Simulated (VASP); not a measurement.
# ZnS (P6_3mc) in VASP: a series of runs

ZnS is run at these levels: PBEsol; tasks: single point.

Program: VASP 6.6.1. These are calculated values, not measurements. Logs are shortened: lines on timing, memory, paths and dates and some standing lists are left out, and cuts for length are marked.

## (1) The cell of the first run

Symmetry: P6_3mc, No. 186, hexagonal system. Conventional cell: a = 3.730 Å, b = 3.730 Å, c = 6.125 Å, α = 90.00°, β = 90.00°, γ = 120.00°. Within 3.0 Å of Zn (site symmetry 3m) lie 4 S at 2.29 Å. Within 3.0 Å of S (site symmetry 3m) lie 4 Zn at 2.29 Å.

## (2) Single point, PBEsol (18.45 Å³/atom)

INCAR

```
PREC = Accurate
ENCUT = 520
EDIFF = 1E-7
ISMEAR = 0
SIGMA = 0.05
LREAL = F
LASPH = T
NELM = 60
ALGO = Normal
ISIF = 2
LWAVE = F
LCHARG = F
GGA = PS
NBANDS = 26
```

KPOINTS

```
Automatic mesh
0
Gamma
  9 9 6
```

POSCAR

```
ZnS
1.0
    3.7303610463      0.0000000000      0.0000000000
   -1.8651805232      3.2305874314      0.0000000000
    0.0000000000      0.0000000000      6.1248380041
Zn S
2 2
Direct
    0.3333333333      0.6666666667      0.0054424479
    0.6666666667      0.3333333333      0.5054424479
    0.3333333333      0.6666666667      0.3795575521
    0.6666666667      0.3333333333      0.8795575521
```

Potentials or basis: VASP PAW PBE potentials, release 64 (Zn, S).

The run is started by

```bash
> cat potpaw_PBE.64/Zn/POTCAR potpaw_PBE.64/S/POTCAR > POTCAR
> mpirun -np 1 vasp_std > vasp.out
```

OUTCAR:

```text
PREC = Accurate
   ENCUT = 520
   EDIFF = 1E-7
   ISMEAR = 0
   LREAL = F
   LASPH = T
   NELM = 60
   ISIF = 2
   GGA = PS

 ion  position               nearest neighbor table
   1  0.333  0.667  0.005-   4 2.29   4 2.29   4 2.29   3 2.29
   2  0.667  0.333  0.505-   3 2.29   3 2.29   3 2.29   4 2.29
   3  0.333  0.667  0.380-   2 2.29   2 2.29   2 2.29   1 2.29
   4  0.667  0.333  0.880-   1 2.29   1 2.29   1 2.29   2 2.29

  LATTYP: Found a hexagonal cell.
 ALAT       =     3.7303610463
 C/A-ratio  =     1.6418887952

  Lattice vectors:

 A1 = (   3.7303610463,   0.0000000000,   0.0000000000)
 A2 = (  -1.8651805232,   3.2305874314,   0.0000000000)
 A3 = (   0.0000000000,   0.0000000000,   6.1248380041)

Analysis of symmetry for initial positions (statically):
=====================================================================
 Subroutine PRICEL returns:
 Original cell was already a primitive cell.

 Routine SETGRP: Setting up the symmetry group for a
 hexagonal supercell.

 Subroutine GETGRP returns: Found 12 space group operations
 (whereof  6 operations were pure point group operations)
 out of a pool of 24 trial point group operations.

The static configuration has the point symmetry C_3v.
 The point group associated with its full space group is C_6v.

Analysis of symmetry for dynamics (positions and initial velocities):
=====================================================================
 Subroutine PRICEL returns:
 Original cell was already a primitive cell.

 Routine SETGRP: Setting up the symmetry group for a
 hexagonal supercell.

 Subroutine GETGRP returns: Found 12 space group operations
 (whereof  6 operations were pure point group operations)
 out of a pool of 24 trial point group operations.

The dynamic configuration has the point symmetry C_3v.
 The point group associated with its full space group is C_6v.

 Subroutine INISYM returns: Found 12 space group operations
 (whereof  6 operations are pure point group operations),
 and found     1 'primitive' translations

----------------------------------------------------------------------------------------

                                     Primitive cell

  volume of cell :      73.8120

  direct lattice vectors                    reciprocal lattice vectors
     3.730361046  0.000000000  0.000000000     0.268070567  0.154770614  0.000000000
    -1.865180523  3.230587431  0.000000000     0.000000000  0.309541228  0.000000000
     0.000000000  0.000000000  6.124838004     0.000000000  0.000000000  0.163269624

  length of vectors
     3.730361046  3.730361046  6.124838004     0.309541228  0.309541228  0.163269624

  position of ions in fractional coordinates (direct lattice)
     0.333333333  0.666666667  0.005442448
     0.666666667  0.333333333  0.505442448
     0.333333333  0.666666667  0.379557552
     0.666666667  0.333333333  0.879557552

  ion indices of the primitive-cell ions
   primitive index   ion index
                 1           1
                 2           2
                 3           3
                 4           4

----------------------------------------------------------------------------------------

 KPOINTS: Automatic mesh

Automatic generation of k-mesh.
 Grid dimensions read from file:
 generate k-points for:    9    9    6

 Generating k-lattice:

  Cartesian coordinates                     Fractional coordinates (reciprocal lattice)
     0.029785619  0.017196735  0.000000000     0.111111111  0.000000000  0.000000000
     0.000000000  0.034393470  0.000000000     0.000000000  0.111111111  0.000000000
     0.000000000  0.000000000  0.027211604     0.000000000  0.000000000  0.166666667

  Length of vectors
     0.034393470  0.034393470  0.027211604

  Shift w.r.t. Gamma in fractional coordinates (k-lattice)
     0.000000000  0.000000000  0.000000000

 Subroutine IBZKPT returns following result:
 ===========================================

 Found     48 irreducible k-points:

 Following reciprocal coordinates:
            Coordinates               Weight
  0.000000  0.000000  0.000000      1.000000
  0.111111 -0.000000  0.000000      6.000000
  0.222222  0.000000  0.000000      6.000000
  0.333333  0.000000  0.000000      6.000000
  0.444444  0.000000  0.000000      6.000000
  0.111111  0.111111  0.000000      6.000000
[... 16 lines left out ...]
  0.333333  0.222222  0.166667     24.000000
  0.333333  0.333333  0.166667      4.000000
 [... further k-points ...]
   k-points           NKPTS =     48   k-points in BZ     NKDIM =     48   number of bands    NBANDS=     26
   number of dos      NEDOS =    301   number of ions     NIONS =      4
   total plane-waves  NPLWV =  37632
   dimension x,y,z NGX =    28 NGY =   28 NGZ =   48
   dimension x,y,z NGXF=    56 NGYF=   56 NGZF=   96
   ions per type =               2   2
   NGX,Y,Z   is equivalent  to a cutoff of  12.48, 12.48, 13.03 a.u.
   NGXF,Y,Z  is equivalent  to a cutoff of  24.96, 24.96, 26.06 a.u.
 SYSTEM =  unknown system
   PREC   = accura    normal or accurate (medium, high low for compatibility)
   ISTART =      0    job   : 0-new  1-cont  2-samecut
   ICHARG =      2    charge: 1-file 2-atom 10-const
   ISPIN  =      1    spin polarized calculation?
   LNONCOLLINEAR =      F non collinear calculations
   LSORBIT =      F    spin-orbit coupling
   LASPH  =      T    aspherical Exc in radial PAW
   ENCUT  =  520.0 eV  38.22 Ry    6.18 a.u.   6.94  6.94 11.39*2*pi/ulx,y,z
   NELM   =     60;   NELMIN=  2; NELMDL= -5     # of ELM steps
   EDIFF  = 0.1E-06   stopping-criterion for ELM
   LREAL  =      F    real-space projection
   EDIFFG = 0.1E-05   stopping-criterion for IOM
   NSW    =      0    number of steps for IOM
   IBRION =     -1    ionic relax: 0-MD 1-quasi-New 2-CG
   NFREE  =      0    steps in history (QN), initial steepest desc. (CG)
   ISIF   =      2    stress and relaxation
   ISYM   =      2    0-nonsym 1-usesym 2-fastsym
   POTIM  = 0.5000    time-step for ionic-motion
   TEBEG  =    0.0;   TEEND  =   0.0 temperature during run
   PSTRESS=    0.0 pullay stress
   NELECT =      36.0000    total number of electrons
   NUPDOWN=      -1.0000    fix difference up-down
   EMIN   =  10.00;   EMAX   =-10.00  energy-range for DOS
   EFERMI =   0.00;   METHOD = LEGACY
   ISMEAR =     0;   SIGMA  =   0.05  broadening in eV -4-tet -1-fermi 0-gaus
   EFERMI_NEDOS =   21; number of points for ismear=-14 and -15
   IALGO  =     38    algorithm
   IMIX   =      4    mixing-type and parameters
     AMIX     =   0.40;   BMIX     =  1.00
     AMIX_MAG =   1.60;   BMIX_MAG =  1.00
  volume/ion in A,a.u.               =      18.45       124.53
  Fermi-wavevector in a.u.,A,eV,Ry     =   1.288645  2.435186 22.593920  1.660606
  Thomas-Fermi vector in A             =   2.420586
   LORBIT       =      0    0 simple, 1 ext, 2 COOP (PROOUT), +10 PAW based schemes
   GGA     = PS    functional components
   LHFCALC =     F    Hartree Fock is set to
   AEXX    =    0.0000 exact exchange contribution
   IVDW    =     0    specifies the selected vdW correction
   LEPSILON=     F    determine dielectric tensor
   LRPA    =     F    only Hartree local field effects (RPA)
 non-spin polarized calculation
 Gauss-broadening in eV      SIGMA  =   0.05
  energy-cutoff  :      520.00
  volume of cell :       73.81
 maximum number of plane-waves:      2003
 NGX is ok and might be reduce to    28
   NGX = 13   NGY = 13   NGZ = 23

 number of electron      36.0000014 magnetization

 Free energy of the ion-electron system (eV)
  ---------------------------------------------------
  ext. energy  EPLUGINS =         0.00000000
  ---------------------------------------------------
  free energy    TOTEN  =       -15.12972930 eV

  energy without entropy =      -15.12972930  energy(sigma->0) =      -15.12972930

 E-fermi :   2.9338     XC(G=0): -10.1595

 val. band max:        2.6834401321   @ k =   0.0000   0.0000   0.0000
 cond. band min:       5.0313468220   @ k =   0.0000   0.0000   0.0000
 fundamental gap:      2.3479066899
 Fermi energy:         2.9337564652

 k-point     1 :       0.0000    0.0000    0.0000
  band No.  band energies     occupation
      1     -10.9939      2.00000
      2      -9.9168      2.00000
      3      -3.9937      2.00000
      4      -3.9751      2.00000
      5      -3.9751      2.00000
      6      -3.8829      2.00000
[... 18 lines left out ...]
     25      10.3251      0.00000
     26      12.0817      0.00000

 k-point     2 :       0.1111   -0.0000    0.0000
  band No.  band energies     occupation
      1     -10.8996      2.00000
      2      -9.8631      2.00000
      3      -3.9918      2.00000
      4      -3.9697      2.00000
      5      -3.9563      2.00000
      6      -3.8758      2.00000
[... 18 lines left out ...]
     25      10.7332      0.00000
     26      11.3915      0.00000

 k-point     3 :       0.2222    0.0000    0.0000
  band No.  band energies     occupation
      1     -10.6387      2.00000
      2      -9.7298      2.00000
      3      -4.0140      2.00000
      4      -3.9329      2.00000
      5      -3.9138      2.00000
      6      -3.8338      2.00000
[... 18 lines left out ...]
     25      10.9172      0.00000
     26      11.6211      0.00000

 k-point     4 :       0.3333    0.0000    0.0000
  band No.  band energies     occupation
      1     -10.2839      2.00000
      2      -9.5964      2.00000
      3      -4.0171      2.00000
      4      -3.8982      2.00000
      5      -3.8773      2.00000
      6      -3.7264      2.00000
[... 18 lines left out ...]
     25      11.3556      0.00000
     26      12.5723      0.00000
[... 496 lines left out ...]
      1     -10.0666      2.00000
      2      -9.5900      2.00000
      3      -3.9392      2.00000
      4      -3.9095      2.00000
      5      -3.8104      2.00000
      6      -3.7506      2.00000
[... 18 lines left out ...]
     25      11.1372      0.00000
     26      12.0791      0.00000

 k-point    23 :       0.3333    0.2222    0.1667
  band No.  band energies     occupation
      1      -9.8105      2.00000
      2      -9.5705      2.00000
      3      -3.9528      2.00000
      4      -3.8347      2.00000
      5      -3.7420      2.00000
      6      -3.6540      2.00000
[... 18 lines left out ...]
     25      11.9377      0.00000
     26      12.8076      0.00000

 k-point    24 :       0.3333    0.3333    0.1667
  band No.  band energies     occupation
      1      -9.6428      2.00000
      2      -9.6428      2.00000
      3      -3.9530      2.00000
      4      -3.7685      2.00000
      5      -3.7685      2.00000
      6      -3.6223      2.00000
[... 18 lines left out ...]
     25      12.7720      0.00000
     26      12.9720      0.00000

 [... further k-points ...]
[... 5 lines left out ...]
  --------------------------------------------------------------------------------------
  -------------------------------------------------------------------------------------
  Total        1.7235474      1.7235474      1.7498816     -0.0000000      0.0000000      0.0000000
  in kB       37.4116486     37.4116486     37.9832634     -0.0000000      0.0000000      0.0000000
  external PRESSURE =      37.6021869 kB  Pullay stress =       0.0000000 kB

 VOLUME and BASIS-vectors are now :
 -----------------------------------------------------------------------------
  energy-cutoff  :      520.00
  volume of cell :       73.81
      direct lattice vectors                 reciprocal lattice vectors
     3.730361046  0.000000000  0.000000000     0.268070567  0.154770614  0.000000000
    -1.865180523  3.230587431  0.000000000     0.000000000  0.309541228  0.000000000
     0.000000000  0.000000000  6.124838004     0.000000000  0.000000000  0.163269624

 POSITION                                       TOTAL-FORCE (eV/Angst)
 -----------------------------------------------------------------------------------
     -0.00000      2.15372      0.03333        -0.000000     -0.000000      0.011407
      1.86518      1.07686      3.09575         0.000000      0.000000      0.011407
     -0.00000      2.15372      2.32473         0.000000     -0.000000     -0.011407
      1.86518      1.07686      5.38715         0.000000      0.000000     -0.011407
 -----------------------------------------------------------------------------------
    total drift:                               -0.000001     -0.000001     -0.000421

  FREE ENERGIE OF THE ION-ELECTRON SYSTEM (eV)
  ---------------------------------------------------
  free  energy   TOTEN  =       -15.1297293034 eV

  energy  without entropy=      -15.1297293034  energy(sigma->0) =      -15.12972930
```

Run time: 80 s. Hardware: 1 thread of Intel Xeon Platinum 8259CL at 2.50GHz (Skylake/Cascade Lake), shared host; peak memory 0.23 GiB.

What came out:

- Free energy: -15.1297 eV
- Pressure: 3.8 GPa
- Largest force: 0.011 eV/Å
- Band gap on the k mesh: 2.35 eV

Forces on the atoms (eV/Å):
```
Zn   0.000  0.000  0.011
Zn   0.000  0.000  0.011
S    0.000  0.000 -0.011
S    0.000  0.000 -0.011
```

Levels at points of the mesh, in eV from the valence-band top:
| k point | band 16 | band 17 | band 18 | band 19 | band 20 | band 21 |
| --- | --- | --- | --- | --- | --- | --- |
| (0.00, 0.00, 0.00) | -0.10 | 0.00 | 0.00 | 2.35 | 3.10 | 6.17 |
| (0.00, 0.00, 0.50) | -0.53 | -0.53 | -0.53 | 3.62 | 3.62 | 6.65 |

Caveat: the cell stands under pressure; the PAW data sets were made with another functional, which shifts forces and pressure a little. PBEsol gaps usually lie below the measured ones, often by a third to a half.

## (3) Single point, PBEsol (18.45 Å³/atom)

INCAR

```
  ALGO = Normal
  EDIFF = 1E-6
  ENCUT = 520
  GGA = PS
  ISIF = 2
  ISMEAR = 0
  LASPH = True
  LCHARG = False
  LREAL = False
  LWAVE = False
  NBANDS = 26
  NELM = 100
  PREC = Accurate
  SIGMA = 0.05
```

KPOINTS

```
k-points
0
Gamma
  9 9 6
```

POSCAR

```
ZnS
1.0
    3.5824953097      0.0000000000      0.0000000000
   -1.7912476549      3.1025319471      0.0000000000
    0.0000000000      0.0000000000      6.6408715556
Zn S
2 2
Direct
    0.3333333333      0.6666666667      0.0054424479
    0.6666666667      0.3333333333      0.5054424479
    0.3333333333      0.6666666667      0.3795575521
    0.6666666667      0.3333333333      0.8795575521
```

Potentials or basis: VASP PAW PBE potentials, release 64 (Zn, S).

The run is started by

```bash
> cat potpaw_PBE.64/Zn/POTCAR potpaw_PBE.64/S/POTCAR > POTCAR
> mpirun -np 1 vasp_std > vasp.out
```

It took 85 s on 1 thread of Intel Xeon Platinum 8259CL at 2.50GHz (Skylake/Cascade Lake), shared host; peak memory 0.23 GiB.

It converged, with:

* Free energy: -14.7755 eV
* Pressure: 5.6 GPa
* Largest force: 0.725 eV/Å
* Band gap on the k mesh: 1.71 eV

Forces on the atoms (eV/Å):
```
Zn   0.000  0.000  0.725
Zn   0.000  0.000  0.725
S    0.000  0.000 -0.725
S    0.000  0.000 -0.725
```

Stress tensor (GPa, compression positive):
```
11.66  0.00  0.00
 0.00 11.66  0.00
 0.00  0.00 -6.37
```

Levels at points of the mesh, in eV from the valence-band top:
```
           k point  band 15  band 16  band 17  band 18  band 19  band 20  band 21  band 22
(0.00, 0.00, 0.00)    -0.66    -0.66     0.00     0.00     1.71     3.85     5.49     6.59
(0.00, 0.00, 0.50)    -0.34    -0.34    -0.34    -0.34     3.97     3.97     5.93     5.93
```

Caveat: the cell stands under pressure; the PAW data sets were made with another functional, which shifts forces and pressure a little.
